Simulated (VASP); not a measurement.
Here is a VASP 6.6.1 calculation.

The input INCAR:

```
SYSTEM = Li4SiN
  PREC = Accurate
  ENCUT = 600
  EDIFF = 1E-6
  ISMEAR = 0
  SIGMA = 0.1
  LREAL = .False.
  LASPH = .True.
  NELM = 80
  ALGO = Normal
  ISIF = 3
  LWAVE = .False.
  LCHARG = .False.
  GGA = PE
  IBRION = 2
  NSW = 100
  EDIFFG = -0.01
```

Contents of KPOINTS:

```
regular mesh
0
Gamma
  8 8 16
  0 0 0
```

POSCAR

```
Li4SiN
1.0
    5.7411974162      0.0000000000      0.0000000000
    0.0000000000      5.7411974162      0.0000000000
    0.0000000000      0.0000000000      2.4462188562
Li Si N
4 1 1
Direct
    0.7038782299      0.7038782299      0.5000000000
    0.2961217701      0.2961217701      0.5000000000
    0.2961217701      0.7038782299      0.5000000000
    0.7038782299      0.2961217701      0.5000000000
    0.0000000000      0.0000000000      0.0000000000
    0.5000000000      0.5000000000      0.0000000000
```

Potentials or basis: VASP PAW PBE potentials, release 64 (Li_sv, Si, N).

The run is started by

```sh
$ cat potpaw_PBE.64/Li_sv/POTCAR potpaw_PBE.64/Si/POTCAR potpaw_PBE.64/N/POTCAR > POTCAR
$ mpirun -np 1 vasp_std > vasp.out
```

Predict the relaxed cell.

a = 5.693 Å, b = 5.693 Å, c = 2.519 Å, α = 90.00°, β = 90.00°, γ = 90.00°.

Predict the relaxed volume.

13.61 Å³/atom.

Predict the space group after relaxing (to 0.05 Å).

P4/mmm (No. 123).

Stress tensor (GPa, compression positive):
```
 0.10  0.00  0.00
 0.00  0.10  0.00
 0.00  0.00 -0.09
```

Caveat: the cutoff is under 1.25 times the usual one of these potentials, so pressure, stress and relaxed cells hold a basis-set (Pulay) error.
